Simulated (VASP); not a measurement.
Wanted: the native input for a VASP 6.6.1 run.

```yaml
Task: single point
Functional: r2SCAN
Potentials_or_basis: VASP PAW PBE potentials, release 64 (Si, Sn_d)
Cutoff: 520 eV
k_mesh: 6 × 6 × 2
Occupations: fermi-dirac, width 0.02 eV
Spin: no spin polarisation
Dipole_correction: no
Further_INCAR_settings: ALGO = Normal; EDIFF = 1e-06; NBANDS = 41
```

The system is SiSn2.

```
Si Sn
1.0
     4.38911    0.00000    0.00000
    -2.19456    3.80108    0.00000
     0.00000    0.00000   10.74571
Si Sn
2 4
Direct
  0.00000 0.00000 0.99190
  0.66667 0.33333 0.67349
  0.33333 0.66667 0.33554
  0.66667 0.33333 0.91672
  0.33333 0.66667 0.59900
  0.00000 0.00000 0.23334
```

These files were run (other wordings do the same):

POSCAR

```
SiSn2
1.0
    4.3891122683      0.0000000001      0.0000000000
   -2.1945561342      3.8010827244      0.0000000000
    0.0000000000      0.0000000000     10.7457090602
Si Sn
2 4
Direct
    0.0000000000      0.0000000000     -0.0080989624
    0.6666666667      0.3333333333      0.6734937263
    0.3333333333      0.6666666667      0.3355399853
    0.6666666667      0.3333333333      0.9167177913
    0.3333333333      0.6666666667      0.5990042122
    0.0000000000      0.0000000000      0.2333432474
```

INCAR.step1

```
PREC     = Accurate       # precision mode
ENCUT    = 520            # plane-wave cutoff, eV
ISMEAR   = -1             # smearing method
SIGMA    = 0.02           # smearing width, eV
LREAL    = False          # projectors in reciprocal space
LASPH    = True           # aspherical terms in the spheres
NELM     = 80             # most SCF steps
NBANDS   = 41             # bands
GGA      = PE             # functional
ALGO     = Normal         # electronic algorithm
EDIFF    = 1E-4           # SCF threshold, eV
LWAVE    = True           # write WAVECAR
LCHARG   = False          # write CHGCAR
```

INCAR.step2

```
PREC     = Accurate       # precision mode
ENCUT    = 520            # plane-wave cutoff, eV
EDIFF    = 1E-6           # SCF threshold, eV
ISMEAR   = -1             # smearing method
SIGMA    = 0.02           # smearing width, eV
LREAL    = False          # projectors in reciprocal space
LASPH    = True           # aspherical terms in the spheres
NELM     = 80             # most SCF steps
ALGO     = Normal         # electronic algorithm
ISIF     = 2              # what is computed and relaxed
LWAVE    = False          # write WAVECAR
LCHARG   = False          # write CHGCAR
METAGGA  = R2SCAN         # meta-GGA
LMIXTAU  = True         
NBANDS   = 41             # bands
ISTART   = 1
```

KPOINTS

```
regular mesh
0
Gamma
  6 6 2
```

Potentials or basis: VASP PAW PBE potentials, release 64 (Si, Sn_d).

Launch:

```bash
$ cat potpaw_PBE.64/Si/POTCAR potpaw_PBE.64/Sn_d/POTCAR > POTCAR
$ cp INCAR.step1 INCAR
$ mpirun -np 1 vasp_std > vasp.out
$ cp INCAR.step2 INCAR
$ mpirun -np 1 vasp_std > vasp.out
```

It gave:

```
Pressure               : -0.1 GPa
Largest force          : 0.014 eV/Å
Band gap on the k mesh : zero (bands 32 and 33 overlap by 0.04 eV)
```

Caveat: semilocal functionals underestimate gaps, so a narrow gap can read as zero; the PAW data sets were made with another functional, which shifts forces and pressure a little; spin-orbit coupling is left out, which moves the levels of the heavy elements.

It took 3.4 min on 1 thread of Intel(R) Xeon(R) Platinum 8488C (Sapphire Rapids), with other jobs on the host, peak memory 0.37 GiB.
